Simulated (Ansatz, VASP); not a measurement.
# Two plane-wave programs on NaCl

POSCAR

```
NaCl
1.0
    3.5045105391      0.0000000000      0.0000000000
    0.0000000000      3.5045105391      0.0000000000
    0.0000000000      0.0000000000      3.5045105391
Na Cl
1 1
Direct
    0.0000000000      0.0000000000      0.0000000000
    0.5000000000      0.5000000000      0.5000000000
```

The input INCAR.step1:

```
ALGO     = Normal         # electronic algorithm
EDIFF    = 1E-4           # SCF threshold, eV
ENCUT    = 600            # plane-wave cutoff, eV
GGA      = PE             # functional
ISMEAR   = 0              # smearing method
LASPH    = T              # aspherical terms in the spheres
LCHARG   = F              # write CHGCAR
LREAL    = F              # projectors in reciprocal space
LWAVE    = T              # write WAVECAR
NELM     = 60             # most SCF steps
PREC     = Accurate       # precision mode
SIGMA    = 0.02           # smearing width, eV
```

INCAR.step2

```
ALGO     = Normal         # electronic algorithm
EDIFF    = 1E-6           # SCF threshold, eV
EDIFFG   = -0.01          # ionic threshold
ENCUT    = 600            # plane-wave cutoff, eV
IBRION   = 2              # ionic algorithm
ISIF     = 3              # what is computed and relaxed
ISMEAR   = 0              # smearing method
ISTART   = 1            
LASPH    = T              # aspherical terms in the spheres
LCHARG   = F              # write CHGCAR
LMIXTAU  = T            
LREAL    = F              # projectors in reciprocal space
LWAVE    = F              # write WAVECAR
METAGGA  = R2SCAN         # meta-GGA
NELM     = 60             # most SCF steps
NSW      = 80             # ionic steps
PREC     = Accurate       # precision mode
SIGMA    = 0.02           # smearing width, eV
```

File KPOINTS:

```
k-points
0
Gamma
  6 6 6
```

Input for Ansatz:

```yaml
crystal:
  lattice:
    - [3.5045105391, 0.0, 0.0]
    - [0.0, 3.5045105391, 0.0]
    - [0.0, 0.0, 3.5045105391]
  atoms:
    - { symbol: Na, position: [0.0, 0.0, 0.0] }
    - { symbol: Cl, position: [0.5, 0.5, 0.5] }
basis:
  ecutwfc: 500
kpoints:
  mp_grid: { grid: [6, 6, 6] }
hamiltonian:
  xc: r2scan
scf:
  occupations: { method: gaussian, width: 0.02 }
output:
  forces: true
  stress: true
  eigenvalues: true
relax:
  adjacent_minimum: "off"
  f_tol: 0.01
  max_steps: 60
  cell: { stress_tol: 0.1 }
```

Alike in both runs: task relaxation of cell and atoms; functional r2SCAN; k mesh 6 × 6 × 6; occupations gaussian, width 0.02 eV; no spin polarisation.

|  | VASP | Ansatz |
| --- | --- | --- |
| version | VASP 6.6.1 | Ansatz 0.2.0 |
| potentials or method | VASP PAW PBE potentials, release 64 (Na_pv, Cl), cutoff 600 eV | scalar-relativistic, plane waves, PAW |
| valence electrons in the cell | 14 | 16 |

```csv
,VASP,Ansatz,Ansatz less VASP
"gap on the k mesh at the Fermi level, each at its own relaxed structure (eV)",4.99,4.92,-0.071
relaxed volume (Å³/atom),20.51,20.70,+0.192
relaxed cell length with the largest relative difference (Å),3.449,3.460,+0.0107
```

VASP's potentials were made for PBE, not for r2SCAN. VASP's potentials hold 14 valence electrons a cell and Ansatz's 16, so a difference there can come from the potentials and not from the codes.
